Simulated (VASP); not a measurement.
# HfN (F-43m) in VASP: a series of runs

HfN is run at these levels: PBE, PBEsol, RPBE; tasks: relaxation of cell and atoms, single point.

All numbers are computed with VASP 6.6.1; they aren't measurements. Logs are shortened: lines on timing, memory, paths and dates and some standing lists are left out, and cuts for length are marked.

## 1. The cell of the first run

Symmetry: F-43m, No. 216, cubic system. Conventional cell: a = 4.910 Å, b = 4.910 Å, c = 4.910 Å, α = 90.00°, β = 90.00°, γ = 90.00°. Hf (site symmetry -43m) has 4 N at 2.13 Å within 2.8 Å. N (site symmetry -43m) has 4 Hf at 2.13 Å within 2.8 Å.

## 2. Relaxation of cell and atoms, PBE

INCAR reads:

```
SYSTEM = HfN
PREC     = Accurate       ! precision mode
ENCUT    = 600            ! plane-wave cutoff, eV
EDIFF    = 1E-6           ! SCF threshold, eV
ISMEAR   = -1             ! smearing method
SIGMA    = 0.05           ! smearing width, eV
LREAL    = .False.        ! projectors in reciprocal space
LASPH    = .True.         ! aspherical terms in the spheres
NELM     = 80             ! most SCF steps
ALGO     = Normal         ! electronic algorithm
ISIF     = 3              ! what is computed and relaxed
LWAVE    = .False.        ! write WAVECAR
LCHARG   = .False.        ! write CHGCAR
GGA      = PE             ! functional
IBRION   = 2              ! ionic algorithm
NSW      = 60             ! ionic steps
EDIFFG   = -0.01          ! ionic threshold
```

KPOINTS reads:

```
Automatic mesh
0
Gamma
  9 9 9
  0 0 0
```

POSCAR reads:

```
HfN
1.0
    0.0000000000      2.4548220000      2.4548220000
    2.4548220000      0.0000000000      2.4548220000
    2.4548220000      2.4548220000      0.0000000000
Hf N
1 1
Direct
    0.0000000000      0.0000000000      0.0000000000
    0.2500000000      0.2500000000      0.2500000000
```

Potentials or basis: VASP PAW PBE potentials, release 64 (Hf_pv, N).

On the command line:

```
> cat potpaw_PBE.64/Hf_pv/POTCAR potpaw_PBE.64/N/POTCAR > POTCAR
> mpirun -np 1 vasp_std > vasp.out
```

OUTCAR:

```text
SYSTEM = HfN
   PREC = Accurate
   ENCUT = 600
   EDIFF = 1E-6
   ISMEAR = -1
   LREAL = .False.
   LASPH = .True.
   NELM = 80
   ISIF = 3
   GGA = PE
   IBRION = 2
   NSW = 60
   EDIFFG = -0.01

 ion  position               nearest neighbor table
   1  0.000  0.000  0.000-   2 2.13   2 2.13   2 2.13   2 2.13
   2  0.250  0.250  0.250-   1 2.13   1 2.13   1 2.13   1 2.13

  LATTYP: Found a face centered cubic cell.
 ALAT       =     4.9096440000

  Lattice vectors:

 A1 = (   0.0000000000,   2.4548220000,   2.4548220000)
 A2 = (   2.4548220000,   0.0000000000,   2.4548220000)
 A3 = (   2.4548220000,   2.4548220000,   0.0000000000)

Analysis of symmetry for initial positions (statically):
=====================================================================
 Subroutine PRICEL returns:
 Original cell was already a primitive cell.

 Routine SETGRP: Setting up the symmetry group for a
 face centered cubic supercell.

 Subroutine GETGRP returns: Found 24 space group operations
 (whereof 24 operations were pure point group operations)
 out of a pool of 48 trial point group operations.

The static configuration has the point symmetry T_d .

Analysis of symmetry for dynamics (positions and initial velocities):
=====================================================================
 Subroutine PRICEL returns:
 Original cell was already a primitive cell.

 Routine SETGRP: Setting up the symmetry group for a
 face centered cubic supercell.

 Subroutine GETGRP returns: Found 24 space group operations
 (whereof 24 operations were pure point group operations)
 out of a pool of 48 trial point group operations.

The dynamic configuration has the point symmetry T_d .

 Subroutine INISYM returns: Found 24 space group operations
 (whereof 24 operations are pure point group operations),
 and found     1 'primitive' translations

----------------------------------------------------------------------------------------

                                     Primitive cell

  volume of cell :      29.5863

  direct lattice vectors                    reciprocal lattice vectors
     0.000000000  2.454822000  2.454822000    -0.203680756  0.203680756  0.203680756
     2.454822000  0.000000000  2.454822000     0.203680756 -0.203680756  0.203680756
     2.454822000  2.454822000  0.000000000     0.203680756  0.203680756 -0.203680756

  length of vectors
     3.471642566  3.471642566  3.471642566     0.352785417  0.352785417  0.352785417

  position of ions in fractional coordinates (direct lattice)
     0.000000000  0.000000000  0.000000000
     0.250000000  0.250000000  0.250000000

  ion indices of the primitive-cell ions
   primitive index   ion index
                 1           1
                 2           2

----------------------------------------------------------------------------------------

 KPOINTS: Automatic mesh

Automatic generation of k-mesh.
 Grid dimensions read from file:
 generate k-points for:    9    9    9

 Generating k-lattice:

  Cartesian coordinates                     Fractional coordinates (reciprocal lattice)
    -0.022631195  0.022631195  0.022631195     0.111111111  0.000000000  0.000000000
     0.022631195 -0.022631195  0.022631195     0.000000000  0.111111111  0.000000000
     0.022631195  0.022631195 -0.022631195     0.000000000  0.000000000  0.111111111

  Length of vectors
     0.039198380  0.039198380  0.039198380

  Shift w.r.t. Gamma in fractional coordinates (k-lattice)
     0.000000000  0.000000000  0.000000000

 Subroutine IBZKPT returns following result:
 ===========================================

 Found     35 irreducible k-points:

 Following reciprocal coordinates:
            Coordinates               Weight
  0.000000  0.000000  0.000000      1.000000
  0.111111  0.000000  0.000000      8.000000
  0.222222  0.000000  0.000000      8.000000
  0.333333  0.000000  0.000000      8.000000
  0.444444  0.000000  0.000000      8.000000
  0.111111  0.111111  0.000000      6.000000
[... 16 lines left out ...]
 -0.333333  0.333333  0.000000     12.000000
  0.444444  0.444444  0.000000      6.000000
 [... further k-points ...]
   k-points           NKPTS =     35   k-points in BZ     NKDIM =     35   number of bands    NBANDS=     11
   number of dos      NEDOS =    301   number of ions     NIONS =      2
   total plane-waves  NPLWV =  21952
   dimension x,y,z NGX =    28 NGY =   28 NGZ =   28
   dimension x,y,z NGXF=    56 NGYF=   56 NGZF=   56
   ions per type =               1   1
   NGX,Y,Z   is equivalent  to a cutoff of  13.41, 13.41, 13.41 a.u.
   NGXF,Y,Z  is equivalent  to a cutoff of  26.82, 26.82, 26.82 a.u.
 SYSTEM =  HfN
   PREC   = accura    normal or accurate (medium, high low for compatibility)
   ISTART =      0    job   : 0-new  1-cont  2-samecut
   ICHARG =      2    charge: 1-file 2-atom 10-const
   ISPIN  =      1    spin polarized calculation?
   LNONCOLLINEAR =      F non collinear calculations
   LSORBIT =      F    spin-orbit coupling
   LASPH  =      T    aspherical Exc in radial PAW
   ENCUT  =  600.0 eV  44.10 Ry    6.64 a.u.   6.93  6.93  6.93*2*pi/ulx,y,z
   NELM   =     80;   NELMIN=  2; NELMDL= -5     # of ELM steps
   EDIFF  = 0.1E-05   stopping-criterion for ELM
   LREAL  =      F    real-space projection
   EDIFFG = -.1E-01   stopping-criterion for IOM
   NSW    =     60    number of steps for IOM
   IBRION =      2    ionic relax: 0-MD 1-quasi-New 2-CG
   NFREE  =      1    steps in history (QN), initial steepest desc. (CG)
   ISIF   =      3    stress and relaxation
   ISYM   =      2    0-nonsym 1-usesym 2-fastsym
   POTIM  = 0.5000    time-step for ionic-motion
   TEBEG  =    0.0;   TEEND  =   0.0 temperature during run
   PSTRESS=    0.0 pullay stress
   NELECT =      15.0000    total number of electrons
   NUPDOWN=      -1.0000    fix difference up-down
   EMIN   =  10.00;   EMAX   =-10.00  energy-range for DOS
   EFERMI =   0.00;   METHOD = LEGACY
   ISMEAR =    -1;   SIGMA  =   0.05  broadening in eV -4-tet -1-fermi 0-gaus
   EFERMI_NEDOS =   21; number of points for ismear=-14 and -15
   IALGO  =     38    algorithm
   IMIX   =      4    mixing-type and parameters
     AMIX     =   0.40;   BMIX     =  1.00
     AMIX_MAG =   1.60;   BMIX_MAG =  1.00
  volume/ion in A,a.u.               =      14.79        99.83
  Fermi-wavevector in a.u.,A,eV,Ry     =   1.305395  2.466839 23.185087  1.704056
  Thomas-Fermi vector in A             =   2.436267
   LORBIT       =      0    0 simple, 1 ext, 2 COOP (PROOUT), +10 PAW based schemes
   GGA     = PE    functional components
   LHFCALC =     F    Hartree Fock is set to
   AEXX    =    0.0000 exact exchange contribution
   IVDW    =     0    specifies the selected vdW correction
   LEPSILON=     F    determine dielectric tensor
   LRPA    =     F    only Hartree local field effects (RPA)
 conjugate gradient relaxation of ions
 non-spin polarized calculation
  energy-cutoff  :      600.00
  volume of cell :       29.59
 maximum number of plane-waves:      1002
   NGX = 13   NGY = 13   NGZ = 13

--------------------------------------- Ionic step        1  -------------------------------------------

 number of electron      15.0000001 magnetization

 Free energy of the ion-electron system (eV)
  ---------------------------------------------------
  ext. energy  EPLUGINS =         0.00000000
  ---------------------------------------------------
  free energy    TOTEN  =       -21.22430736 eV

  energy without entropy =      -21.21850362  energy(sigma->0) =      -21.22140549

------------------------ aborting loop because EDIFF is reached ----------------------------------------

  FORCE on cell =-STRESS in cart. coord.  units (eV):
  Direction    XX          YY          ZZ          XY          YZ          ZX
  --------------------------------------------------------------------------------------
  -------------------------------------------------------------------------------------
  Total       -0.0740985     -0.0740985     -0.0740985      0.0000000      0.0000000      0.0000000
  in kB       -4.0126354     -4.0126354     -4.0126354      0.0000000      0.0000000      0.0000000
  external PRESSURE =      -4.0126354 kB  Pullay stress =       0.0000000 kB

 VOLUME and BASIS-vectors are now :
 -----------------------------------------------------------------------------
  energy-cutoff  :      600.00
  volume of cell :       29.59
      direct lattice vectors                 reciprocal lattice vectors
     0.000000000  2.454822000  2.454822000    -0.203680756  0.203680756  0.203680756
     2.454822000  0.000000000  2.454822000     0.203680756 -0.203680756  0.203680756
     2.454822000  2.454822000  0.000000000     0.203680756  0.203680756 -0.203680756
[... 37 lines left out ...]
 POSITION                                       TOTAL-FORCE (eV/Angst)
 -----------------------------------------------------------------------------------
      2.45043      4.90087      2.45043         0.000000      0.000000     -0.000000
      1.22522      1.22522      1.22522        -0.000000     -0.000000      0.000000
 -----------------------------------------------------------------------------------
    total drift:                               -0.000000     -0.000000     -0.000000

  FREE ENERGIE OF THE ION-ELECTRON SYSTEM (eV)
  ---------------------------------------------------
  free  energy   TOTEN  =       -21.2242001117 eV

  energy  without entropy=      -21.2184394797  energy(sigma->0) =      -21.22131980

--------------------------------------- Ionic step        3  -------------------------------------------

 number of electron      15.0000001 magnetization

 Free energy of the ion-electron system (eV)
  ---------------------------------------------------
  ext. energy  EPLUGINS =         0.00000000
  ---------------------------------------------------
  free energy    TOTEN  =       -21.22438812 eV

  energy without entropy =      -21.21860167  energy(sigma->0) =      -21.22149490

 E-fermi :   5.7789     XC(G=0): -11.2319

 val. band max:        5.7662547594   @ k =  -0.2222   0.3333   0.1111
 cond. band min:       5.8951725306   @ k =   0.2222   0.2222   0.0000
 fundamental gap:      0.1289177711
 Fermi energy:         5.7789287188

 k-point     1 :       0.0000    0.0000    0.0000
  band No.  band energies     occupation
      1     -25.3277      2.00000
      2     -25.3277      2.00000
      3     -25.3277      2.00000
      4     -10.3934      2.00000
      5       0.3205      2.00000
      6       0.3205      2.00000
      7       0.3205      2.00000
      8       5.0615      2.00000
      9       8.0384      0.00000
     10       8.0384      0.00000
     11      12.3808      0.00000

 k-point     2 :       0.1111    0.0000    0.0000
  band No.  band energies     occupation
      1     -25.3857      2.00000
      2     -25.3351      2.00000
      3     -25.3351      2.00000
      4     -10.2507      2.00000
      5       0.0665      2.00000
      6       0.4085      2.00000
      7       0.4085      2.00000
      8       5.7053      1.62672
      9       7.8472      0.00000
     10       7.8473      0.00000
     11      12.0634      0.00000
[... 295 lines left out ...]
 k-point    24 :       0.4444    0.4444    0.0000
  band No.  band energies     occupation
      1     -25.7833      2.00000
      2     -25.4821      2.00000
      3     -25.4821      2.00000
      4      -8.9800      2.00000
      5      -1.1118      2.00000
      6       2.0905      2.00000
      7       2.0905      2.00000
      8       4.6503      2.00000
      9       8.1716      0.00000
     10       9.7689      0.00000
     11      10.5909      0.00000

 [... further k-points ...]
[... 5 lines left out ...]
  --------------------------------------------------------------------------------------
  -------------------------------------------------------------------------------------
  Total        0.0017441      0.0017441      0.0017441      0.0000000     -0.0000000      0.0000000
  in kB        0.0946508      0.0946508      0.0946508      0.0000000     -0.0000000      0.0000000
  external PRESSURE =       0.0946508 kB  Pullay stress =       0.0000000 kB

 VOLUME and BASIS-vectors are now :
 -----------------------------------------------------------------------------
  energy-cutoff  :      600.00
  volume of cell :       29.52
      direct lattice vectors                 reciprocal lattice vectors
     0.000000000  2.453074276  2.453074276    -0.203825871  0.203825871  0.203825871
     2.453074276  0.000000000  2.453074276     0.203825871 -0.203825871  0.203825871
     2.453074276  2.453074276  0.000000000     0.203825871  0.203825871 -0.203825871

 POSITION                                       TOTAL-FORCE (eV/Angst)
 -----------------------------------------------------------------------------------
      0.00000      0.00000      0.00000         0.000000     -0.000000      0.000000
      1.22654      1.22654      1.22654        -0.000000      0.000000     -0.000000
 -----------------------------------------------------------------------------------
    total drift:                               -0.000000     -0.000000     -0.000000

  FREE ENERGIE OF THE ION-ELECTRON SYSTEM (eV)
  ---------------------------------------------------
  free  energy   TOTEN  =       -21.2243881235 eV

  energy  without entropy=      -21.2186016743  energy(sigma->0) =      -21.22149490

 reached required accuracy - stopping structural energy minimisation
```

Wall time 24 s (1 thread of AMD EPYC 7R13 (Zen 3), shared host); peak memory 0.14 GiB.

What came out:

| Property | Result |
| --- | --- |
| Free energy | -21.2244 eV |
| Relaxed volume | 14.76 Å³/atom |
| Relaxed cell | a = 3.469 Å, b = 3.469 Å, c = 3.469 Å, α = 60.00°, β = 60.00°, γ = 60.00° |
| Space group after relaxing (to 0.05 Å) | F-43m (No. 216) |
| Energy gained by relaxing | 0.0 meV/atom |
| Ionic steps | 3 |
| Pressure after relaxing | 0.0 GPa |

Final structure:
```
Hf N
1.0
     0.00000    2.45307    2.45307
     2.45307    0.00000    2.45307
     2.45307    2.45307    0.00000
Hf N
1 1
Cartesian
  0.0000 0.0000 0.0000
  1.2265 1.2265 1.2265
```

Caveat: spin-orbit coupling is left out, which moves the levels of the heavy elements.

## 3. Relaxation of cell and atoms, PBEsol

INCAR reads:

```
ALGO = Normal
EDIFF = 1E-6
EDIFFG = -0.01
ENCUT = 600
GGA = PS
IBRION = 2
ISIF = 3
ISMEAR = -1
LASPH = True
LCHARG = False
LREAL = False
LWAVE = False
NELM = 60
NSW = 60
PREC = Accurate
SIGMA = 0.05
```

KPOINTS reads:

```
k-points
0
Gamma
  9 9 9
```

POSCAR is that of step 2.

Potentials or basis: VASP PAW PBE potentials, release 64 (Hf_pv, N).

On the command line:

```
> cat potpaw_PBE.64/Hf_pv/POTCAR potpaw_PBE.64/N/POTCAR > POTCAR
> mpirun -np 1 vasp_std > vasp.out
```

Run time: 26 s. Hardware: 1 thread of AMD EPYC 7R13 (Zen 3), shared host; peak memory 0.14 GiB.

The run converged. Its results:

* Free energy: -22.2745 eV
* Relaxed volume: 14.35 Å³/atom
* Relaxed cell: a = 3.437 Å, b = 3.437 Å, c = 3.437 Å, α = 60.00°, β = 60.00°, γ = 60.00°
* Space group after relaxing (to 0.05 Å): F-43m (No. 216)
* Energy gained by relaxing: 8.6 meV/atom
* Ionic steps: 3
* Pressure after relaxing: -0.1 GPa

Step by step:
| step | energy change (eV) | largest force (eV/Å) | pressure (GPa) | volume (Å³) |
| --- | --- | --- | --- | --- |
| 1 | 0.0000 | 0.0000 | -5.99 | 29.59 |
| 2 | 0.0313 | 0.0000 | 11.60 | 27.28 |
| 3 | -0.0173 | 0.0000 | -0.07 | 28.70 |

Final structure:
```xyz
2
Lattice="0.0000 2.4300 2.4300 2.4300 0.0000 2.4300 2.4300 2.4300 0.0000" Properties=species:S:1:pos:R:3 pbc="T T T"
Hf    0.0000    0.0000    0.0000
N     1.2150    1.2150    1.2150
```

Levels at points of the mesh, in eV from the Fermi level:
```tsv
k point	band 3	band 4	band 5	band 6	band 7	band 8	band 9	band 10	band 11
(0.00, 0.00, 0.00)	-30.94	-16.25	-5.59	-5.59	-5.59	-0.65	2.29	2.29	6.79
```

Caveat: the PAW data sets were made with another functional, which shifts forces and pressure a little; spin-orbit coupling is left out, which moves the levels of the heavy elements.

## 4. Relaxation of cell and atoms, RPBE

INCAR reads:

```
PREC = Accurate
ENCUT = 600
EDIFF = 1E-7
ISMEAR = -1
SIGMA = 0.05
LREAL = F
LASPH = T
NELM = 80
ALGO = Normal
ISIF = 3
LWAVE = F
LCHARG = F
GGA = RP
IBRION = 2
NSW = 60
EDIFFG = -0.01
```

KPOINTS reads:

```
Automatic mesh
0
Gamma
  9 9 9
```

POSCAR is that of step 3.

On the command line:

```
> cat potpaw_PBE.64/Hf_pv/POTCAR potpaw_PBE.64/N/POTCAR > POTCAR
> mpirun -np 1 vasp_std > vasp.out
```

Wall time 29 s (1 thread of AMD EPYC 7R13 (Zen 3), shared host); peak memory 0.15 GiB.

Results (log left out):

```
Free energy                            : -20.3340 eV
Relaxed volume                         : 15.04 Å³/atom
Relaxed cell                           : a = 3.491 Å, b = 3.491 Å, c = 3.491 Å, α = 60.00°, β = 60.00°, γ = 60.00°
Space group after relaxing (to 0.05 Å) : F-43m (No. 216)
Energy gained by relaxing              : 2.3 meV/atom
Ionic steps                            : 3
Pressure after relaxing                : 0.0 GPa
```

The path:
```tsv
step	energy change (eV)	largest force (eV/Å)	pressure (GPa)	volume (Å³)
1	0.0000	0.0000	3.11	29.59
2	0.0061	0.0000	-4.40	30.83
3	-0.0046	0.0000	-0.01	30.07
```

Final structure:
```
Hf N
1.0
     0.00000    2.46823    2.46823
     2.46823    0.00000    2.46823
     2.46823    2.46823    0.00000
Hf N
1 1
Cartesian
  0.0000 0.0000 0.0000
  1.2341 1.2341 1.2341
```

Levels at points of the mesh, in eV from the Fermi level:
```
           k point  band 6  band 7  band 8  band 9  band 10  band 11
(0.00, 0.00, 0.00)   -5.38   -5.38   -0.77    2.26     2.26     6.50
```

Caveat: the PAW data sets were made with another functional, which shifts forces and pressure a little; spin-orbit coupling is left out, which moves the levels of the heavy elements.

## 5. Single point, PBEsol

INCAR reads:

```
  PREC = Accurate
  ENCUT = 520
  EDIFF = 1E-6
  ISMEAR = -1
  SIGMA = 0.05
  LREAL = False
  LASPH = True
  NELM = 80
  ALGO = Normal
  ISIF = 2
  LWAVE = False
  LCHARG = False
  GGA = PS
  NBANDS = 14
```

KPOINTS reads:

```
Automatic mesh
0
Gamma
  7 7 7
```

POSCAR is that of step 4.

On the command line:

```
> cat potpaw_PBE.64/Hf_pv/POTCAR potpaw_PBE.64/N/POTCAR > POTCAR
> mpirun -np 1 vasp_std > vasp.out
```

Run time: 7.3 s. Hardware: 1 thread of Intel Xeon Platinum 8488C (Sapphire Rapids), shared host; peak memory 0.15 GiB.

The run converged. Its results:

```
Free energy : -22.2461 eV
Pressure    : -5.9 GPa
```

Levels at points of the mesh, in eV from the Fermi level:
```csv
k point,band 3,band 4,band 5,band 6,band 7,band 8,band 9,band 10,band 11,band 12
"(0.00, 0.00, 0.00)",-31.08,-16.13,-5.48,-5.48,-5.48,-0.76,2.18,2.18,6.56,6.56
```

Caveat: the PAW data sets were made with another functional, which shifts forces and pressure a little; spin-orbit coupling is left out, which moves the levels of the heavy elements.

## 6. Overview

```csv
task,level,cell,k mesh,cutoff (eV),gap on the mesh (eV),pressure (GPa),relaxed volume (Å³/atom)
relaxation of cell and atoms,PBE,relaxed,9 × 9 × 9,600,none,0.0,14.76
relaxation of cell and atoms,PBEsol,relaxed,9 × 9 × 9,600,none,-0.1,14.35
relaxation of cell and atoms,RPBE,relaxed,9 × 9 × 9,600,none,0.0,15.04
single point,PBEsol,as given,7 × 7 × 7,520,none,-5.9,-
```

Alike in all rows: potentials or basis VASP PAW PBE potentials, release 64 (Hf_pv, N); no spin polarisation; smearing fermi-dirac 0.05 eV.

Caveats: spin-orbit coupling is left out, which moves the levels of the heavy elements; the PAW data sets were made with another functional, which shifts forces and pressure a little (some runs).

Total energies depend on the potentials used, so only differences within one code and one set of settings carry meaning.
